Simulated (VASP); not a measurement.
# Ir in VASP: settings compared

Ir is run at these levels: r2SCAN, PBE, PBE0; tasks: single point.

Program: VASP 6.6.1. These are calculated values, not measurements. Logs are shortened: lines on timing, memory, paths and dates and some standing lists are left out, and cuts for length are marked.

## Step 1: The cell of the first run

Symmetry: Fm-3m, No. 225, cubic system. The conventional cell has a = 3.805 Å, b = 3.805 Å, c = 3.805 Å, α = 90.00°, β = 90.00°, γ = 90.00°. Ir (site symmetry m-3m) has 12 Ir at 2.69 Å within 3.5 Å.

## Step 2: Single point, r2SCAN (13.78 Å³/atom)

The input, POSCAR:

```
Ir
1.0
    0.0000000000      1.9027432368      1.9027432368
    1.9027432368      0.0000000000      1.9027432368
    1.9027432368      1.9027432368      0.0000000000
Ir
1
Direct
    0.0000000000      0.0000000000      0.0000000000
```

The input, INCAR.step1:

```
SYSTEM = Ir
PREC     = Accurate       ! precision mode
ENCUT    = 550            ! plane-wave cutoff, eV
ISMEAR   = -1             ! smearing method
SIGMA    = 0.05           ! smearing width, eV
LREAL    = .False.        ! projectors in reciprocal space
LASPH    = .True.         ! aspherical terms in the spheres
NELM     = 120            ! most SCF steps
NBANDS   = 10             ! bands
GGA      = PE             ! functional
ALGO     = Normal         ! electronic algorithm
EDIFF    = 1E-5           ! SCF threshold, eV
LWAVE    = .True.         ! write WAVECAR
LCHARG   = .False.        ! write CHGCAR
GGA_COMPAT= .False.
```

The input, INCAR.step2:

```
SYSTEM = Ir
PREC     = Accurate       ! precision mode
ENCUT    = 550            ! plane-wave cutoff, eV
EDIFF    = 1E-6           ! SCF threshold, eV
ISMEAR   = -1             ! smearing method
SIGMA    = 0.05           ! smearing width, eV
LREAL    = .False.        ! projectors in reciprocal space
LASPH    = .True.         ! aspherical terms in the spheres
NELM     = 120            ! most SCF steps
ALGO     = Normal         ! electronic algorithm
ISIF     = 2              ! what is computed and relaxed
LWAVE    = .False.        ! write WAVECAR
LCHARG   = .False.        ! write CHGCAR
METAGGA  = R2SCAN         ! meta-GGA
LMIXTAU  = .True.       
NBANDS   = 10             ! bands
ISTART   = 1            
GGA_COMPAT= .False.
```

The input, KPOINTS:

```
regular mesh
0
Gamma
  12 12 12
  0 0 0
```

Potentials or basis: VASP PAW PBE potentials, release 64 (Ir).

Command:

```console
$ cat potpaw_PBE.64/Ir/POTCAR > POTCAR
$ cp INCAR.step1 INCAR
$ mpirun -np 1 vasp_std > vasp.out
$ cp INCAR.step2 INCAR
$ mpirun -np 1 vasp_std > vasp.out
```

OUTCAR:

```text
SYSTEM = Ir
   PREC = Accurate
   ENCUT = 550
   EDIFF = 1E-6
   ISMEAR = -1
   LREAL = .False.
   LASPH = .True.
   NELM = 120
   ISIF = 2
   METAGGA = R2SCAN
   ISTART = 1

 ion  position               nearest neighbor table
   1  0.000  0.000  0.000-

  LATTYP: Found a face centered cubic cell.
 ALAT       =     3.8054864736

  Lattice vectors:

 A1 = (   0.0000000000,   1.9027432368,   1.9027432368)
 A2 = (   1.9027432368,   0.0000000000,   1.9027432368)
 A3 = (   1.9027432368,   1.9027432368,   0.0000000000)

Analysis of symmetry for initial positions (statically):
=====================================================================
 Subroutine PRICEL returns:
 Original cell was already a primitive cell.

 Routine SETGRP: Setting up the symmetry group for a
 face centered cubic supercell.

 Subroutine GETGRP returns: Found 48 space group operations
 (whereof 48 operations were pure point group operations)
 out of a pool of 48 trial point group operations.

The static configuration has the point symmetry O_h .

Analysis of symmetry for dynamics (positions and initial velocities):
=====================================================================
 Subroutine PRICEL returns:
 Original cell was already a primitive cell.

 Routine SETGRP: Setting up the symmetry group for a
 face centered cubic supercell.

 Subroutine GETGRP returns: Found 48 space group operations
 (whereof 48 operations were pure point group operations)
 out of a pool of 48 trial point group operations.

The dynamic configuration has the point symmetry O_h .

 Subroutine INISYM returns: Found 48 space group operations
 (whereof 48 operations are pure point group operations),
 and found     1 'primitive' translations

----------------------------------------------------------------------------------------

                                     Primitive cell

  volume of cell :      13.7775

  direct lattice vectors                    reciprocal lattice vectors
     0.000000000  1.902743237  1.902743237    -0.262778493  0.262778493  0.262778493
     1.902743237  0.000000000  1.902743237     0.262778493 -0.262778493  0.262778493
     1.902743237  1.902743237  0.000000000     0.262778493  0.262778493 -0.262778493

  length of vectors
     2.690885291  2.690885291  2.690885291     0.455145701  0.455145701  0.455145701

  position of ions in fractional coordinates (direct lattice)
     0.000000000  0.000000000  0.000000000

  ion indices of the primitive-cell ions
   primitive index   ion index
                 1           1

----------------------------------------------------------------------------------------

 KPOINTS: regular mesh

Automatic generation of k-mesh.
 Grid dimensions read from file:
 generate k-points for:   12   12   12

 Generating k-lattice:

  Cartesian coordinates                     Fractional coordinates (reciprocal lattice)
    -0.021898208  0.021898208  0.021898208     0.083333333  0.000000000  0.000000000
     0.021898208 -0.021898208  0.021898208     0.000000000  0.083333333  0.000000000
     0.021898208  0.021898208 -0.021898208     0.000000000  0.000000000  0.083333333

  Length of vectors
     0.037928808  0.037928808  0.037928808

  Shift w.r.t. Gamma in fractional coordinates (k-lattice)
     0.000000000  0.000000000  0.000000000

 Subroutine IBZKPT returns following result:
 ===========================================

 Found     72 irreducible k-points:

 Following reciprocal coordinates:
            Coordinates               Weight
  0.000000  0.000000  0.000000      1.000000
  0.083333  0.000000  0.000000      8.000000
  0.166667  0.000000  0.000000      8.000000
  0.250000  0.000000  0.000000      8.000000
  0.333333  0.000000  0.000000      8.000000
  0.416667  0.000000  0.000000      8.000000
[... 16 lines left out ...]
  0.500000  0.166667  0.000000     24.000000
 -0.416667  0.166667  0.000000     24.000000
 [... further k-points ...]
   k-points           NKPTS =     72   k-points in BZ     NKDIM =     72   number of bands    NBANDS=     10
   number of dos      NEDOS =    301   number of ions     NIONS =      1
   total plane-waves  NPLWV =  13824
   dimension x,y,z NGX =    24 NGY =   24 NGZ =   24
   dimension x,y,z NGXF=    48 NGYF=   48 NGZF=   48
   ions per type =               1
   NGX,Y,Z   is equivalent  to a cutoff of  14.83, 14.83, 14.83 a.u.
   NGXF,Y,Z  is equivalent  to a cutoff of  29.65, 29.65, 29.65 a.u.
 SYSTEM =  Ir
   PREC   = accura    normal or accurate (medium, high low for compatibility)
   ISTART =      1    job   : 0-new  1-cont  2-samecut
   ICHARG =      0    charge: 1-file 2-atom 10-const
   ISPIN  =      1    spin polarized calculation?
   LNONCOLLINEAR =      F non collinear calculations
   LSORBIT =      F    spin-orbit coupling
   LASPH  =      T    aspherical Exc in radial PAW
   ENCUT  =  550.0 eV  40.42 Ry    6.36 a.u.   5.15  5.15  5.15*2*pi/ulx,y,z
   NELM   =    120;   NELMIN=  2; NELMDL=  0     # of ELM steps
   EDIFF  = 0.1E-05   stopping-criterion for ELM
   LREAL  =      F    real-space projection
   EDIFFG = 0.1E-04   stopping-criterion for IOM
   NSW    =      0    number of steps for IOM
   IBRION =     -1    ionic relax: 0-MD 1-quasi-New 2-CG
   NFREE  =      0    steps in history (QN), initial steepest desc. (CG)
   ISIF   =      2    stress and relaxation
   ISYM   =      2    0-nonsym 1-usesym 2-fastsym
   POTIM  = 0.5000    time-step for ionic-motion
   TEBEG  =    0.0;   TEEND  =   0.0 temperature during run
   PSTRESS=    0.0 pullay stress
   NELECT =       9.0000    total number of electrons
   NUPDOWN=      -1.0000    fix difference up-down
   EMIN   =  10.00;   EMAX   =-10.00  energy-range for DOS
   EFERMI =   0.00;   METHOD = LEGACY
   ISMEAR =    -1;   SIGMA  =   0.05  broadening in eV -4-tet -1-fermi 0-gaus
   EFERMI_NEDOS =   21; number of points for ismear=-14 and -15
   IALGO  =     38    algorithm
   IMIX   =      4    mixing-type and parameters
     AMIX     =   0.40;   BMIX     =  1.00
     AMIX_MAG =   1.60;   BMIX_MAG =  1.00
  volume/ion in A,a.u.               =      13.78        92.98
  Fermi-wavevector in a.u.,A,eV,Ry     =   1.420470  2.684300 27.452962  2.017736
  Thomas-Fermi vector in A             =   2.541382
   LORBIT       =      0    0 simple, 1 ext, 2 COOP (PROOUT), +10 PAW based schemes
   METAGGA = R2SCAN    functional components
   LHFCALC =     F    Hartree Fock is set to
   AEXX    =    0.0000 exact exchange contribution
   IVDW    =     0    specifies the selected vdW correction
   LEPSILON=     F    determine dielectric tensor
   LRPA    =     F    only Hartree local field effects (RPA)
 non-spin polarized calculation
  energy-cutoff  :      550.00
  volume of cell :       13.78
 maximum number of plane-waves:       419
 NGX is ok and might be reduce to    24
   NGX = 11   NGY = 11   NGZ = 11

 number of electron       9.0000000 magnetization

 Free energy of the ion-electron system (eV)
  ---------------------------------------------------
  ext. energy  EPLUGINS =         0.00000000
  ---------------------------------------------------
  free energy    TOTEN  =       -52.36340159 eV

  energy without entropy =      -52.35897149  energy(sigma->0) =      -52.36118654

 E-fermi :  10.6834     XC(G=0): -15.5140

 val. band max:       10.6773191053   @ k =  -0.2500   0.0833   0.0000
 cond. band min:      10.7018524869   @ k =  -0.3333   0.3333   0.0000
 fundamental gap:      0.0245333817
 Fermi energy:        10.6833929894

 k-point     1 :       0.0000    0.0000    0.0000
  band No.  band energies     occupation
      1      -1.1824      2.00000
      2       6.4741      2.00000
      3       6.4741      2.00000
      4       6.4741      2.00000
      5       9.3092      2.00000
      6       9.3092      2.00000
      7      25.6906      0.00000
      8      31.7161      0.00000
      9      31.7161      0.00000
     10      31.7161      0.00000

 k-point     2 :       0.0833    0.0000    0.0000
  band No.  band energies     occupation
      1      -0.8532      2.00000
      2       6.2993      2.00000
      3       6.6147      2.00000
      4       6.6147      2.00000
      5       9.2215      2.00000
      6       9.2215      2.00000
      7      26.2541      0.00000
      8      30.2441      0.00000
      9      32.2558      0.00000
     10      32.2558      0.00000

 k-point     3 :       0.1667    0.0000    0.0000
  band No.  band energies     occupation
      1       0.0462      2.00000
      2       5.9501      2.00000
      3       6.8952      2.00000
      4       6.8952      2.00000
      5       9.1430      2.00000
      6       9.1430      2.00000
      7      27.4565      0.00000
      8      27.9780      0.00000
      9      33.7614      0.00000
     10      33.7614      0.00000

 k-point     4 :       0.2500    0.0000    0.0000
  band No.  band energies     occupation
      1       1.1617      2.00000
      2       5.9297      2.00000
      3       6.9294      2.00000
      4       6.9294      2.00000
      5       9.5280      2.00000
      6       9.5280      2.00000
      7      25.3675      0.00000
      8      28.3728      0.00000
      9      35.7943      0.00000
     10      35.7943      0.00000
[... 222 lines left out ...]
 k-point    22 :       0.4167    0.1667    0.0000
  band No.  band energies     occupation
      1       2.8075      2.00000
      2       5.4624      2.00000
      3       6.2142      2.00000
      4       7.5947      2.00000
      5      11.5275      0.00000
      6      11.9240      0.00000
      7      21.9373      0.00000
      8      27.8726      0.00000
      9      30.1704      0.00000
     10      32.3800      0.00000

 k-point    23 :       0.5000    0.1667    0.0000
  band No.  band energies     occupation
      1       2.8715      2.00000
      2       5.4707      2.00000
      3       7.0917      2.00000
      4       7.3275      2.00000
      5      11.7123      0.00000
      6      14.0916      0.00000
      7      18.8850      0.00000
      8      27.0914      0.00000
      9      30.1781      0.00000
     10      30.7122      0.00000

 k-point    24 :      -0.4167    0.1667    0.0000
  band No.  band energies     occupation
      1       2.9465      2.00000
      2       5.4983      2.00000
      3       7.2008      2.00000
      4       7.4548      2.00000
      5      11.1488      0.00018
      6      14.7345      0.00000
      7      18.5489      0.00000
      8      26.9052      0.00000
      9      29.3391      0.00000
     10      31.4919      0.00000

 [... further k-points ...]
[... 5 lines left out ...]
  --------------------------------------------------------------------------------------
  -------------------------------------------------------------------------------------
  Total        1.2831146      1.2831146      1.2831146      0.0000000     -0.0000000      0.0000000
  in kB      149.2125913    149.2125913    149.2125913      0.0000000     -0.0000000      0.0000000
  external PRESSURE =     149.2125913 kB  Pullay stress =       0.0000000 kB

 VOLUME and BASIS-vectors are now :
 -----------------------------------------------------------------------------
  energy-cutoff  :      550.00
  volume of cell :       13.78
      direct lattice vectors                 reciprocal lattice vectors
     0.000000000  1.902743237  1.902743237    -0.262778493  0.262778493  0.262778493
     1.902743237  0.000000000  1.902743237     0.262778493 -0.262778493  0.262778493
     1.902743237  1.902743237  0.000000000     0.262778493  0.262778493 -0.262778493

 POSITION                                       TOTAL-FORCE (eV/Angst)
 -----------------------------------------------------------------------------------
      0.00000      0.00000      0.00000         0.000000     -0.000000      0.000000
 -----------------------------------------------------------------------------------
    total drift:                               -0.000000      0.000000     -0.000000

  FREE ENERGIE OF THE ION-ELECTRON SYSTEM (eV)
  ---------------------------------------------------
  free  energy   TOTEN  =       -52.3634015853 eV

  energy  without entropy=      -52.3589714914  energy(sigma->0) =      -52.36118654
```

It took 50 s on 1 thread of Intel Xeon Platinum 8175M at 2.50GHz (Skylake/Cascade Lake), shared host; peak memory 0.16 GiB.

Results:

* Free energy: -52.3634 eV
* Pressure: 14.9 GPa
* Band gap on the k mesh: zero (an odd number of electrons rules out a gap without spin polarisation)

Levels at points of the mesh, in eV from the Fermi level:
| k point | band 2 | band 3 | band 4 | band 5 | band 6 | band 7 |
| --- | --- | --- | --- | --- | --- | --- |
| (0.00, 0.00, 0.00) | -4.21 | -4.21 | -4.21 | -1.37 | -1.37 | 15.01 |
| (0.50, 0.00, 0.00) | -4.37 | -4.37 | -0.81 | 0.94 | 0.94 | 7.91 |
| (0.50, 0.50, 0.00) | -7.98 | 0.85 | 1.60 | 1.60 | 1.75 | 11.42 |

Caveat: the cell stands under pressure; the PAW data sets were made with another functional, which shifts forces and pressure a little; spin-orbit coupling is left out, which moves the levels of the heavy elements.

## Step 3: Single point, PBE

This run uses another cell than the first one, of 14.05 Å³/atom.

The input, INCAR:

```
SYSTEM = Ir
PREC = Accurate
ENCUT = 520
EDIFF = 1E-7
ISMEAR = -1
SIGMA = 0.05
LREAL = .FALSE.
LASPH = .TRUE.
NELM = 100
ALGO = Normal
ISIF = 2
LWAVE = .FALSE.
LCHARG = .FALSE.
GGA = PE
NBANDS = 10
```

The input, KPOINTS:

```
regular mesh
0
G
  10 10 10
  0 0 0
```

The input, POSCAR:

```
Ir
1.0
   -0.0383120000      1.9156000000      1.9156000000
    1.9156000000     -0.0383120000      1.9156000000
    1.8772880000      1.8772880000      0.0000000000
Ir
1
Direct
    0.0000000000      0.0000000000      0.0000000000
```

Potentials or basis: VASP PAW PBE potentials, release 64 (Ir).

Command:

```console
$ cat potpaw_PBE.64/Ir/POTCAR > POTCAR
$ mpirun -np 1 vasp_std > vasp.out
```

Run time: 33 s. Hardware: 1 thread of Intel Xeon 8259CL, shared host; peak memory 0.15 GiB.

The run converged. Its results:

```yaml
Free_energy: -8.8210 eV
Pressure: 13.1 GPa
Band_gap_on_the_k_mesh: zero (an odd number of electrons rules out a gap without spin polarisation)
```

Stress tensor (GPa, compression positive):
```
13.64 11.59  0.00
11.59 13.64  0.00
 0.00  0.00 12.04
```

Levels at points of the mesh, in eV from the Fermi level:
```
           k point  band 1  band 2  band 3  band 4  band 5  band 6  band 7  band 8
(0.00, 0.00, 0.00)  -11.25   -4.29   -4.04   -3.66   -1.24   -1.23   14.23   19.26
(0.50, 0.00, 0.00)   -8.28   -4.31   -3.76   -1.03    0.61    0.96    6.99   13.97
(0.50, 0.50, 0.00)   -8.05   -7.48    0.84    1.43    1.46    1.64   10.55   10.94
(0.00, 0.00, 0.50)   -8.18   -4.40   -3.87   -0.62    0.75    1.07    7.61   13.64
(0.50, 0.00, 0.50)   -8.04   -7.47    0.75    1.42    1.50    1.66   10.59   11.69
```

Caveat: the cell stands under pressure; spin-orbit coupling is left out, which moves the levels of the heavy elements.

[end of part 1 of 3]
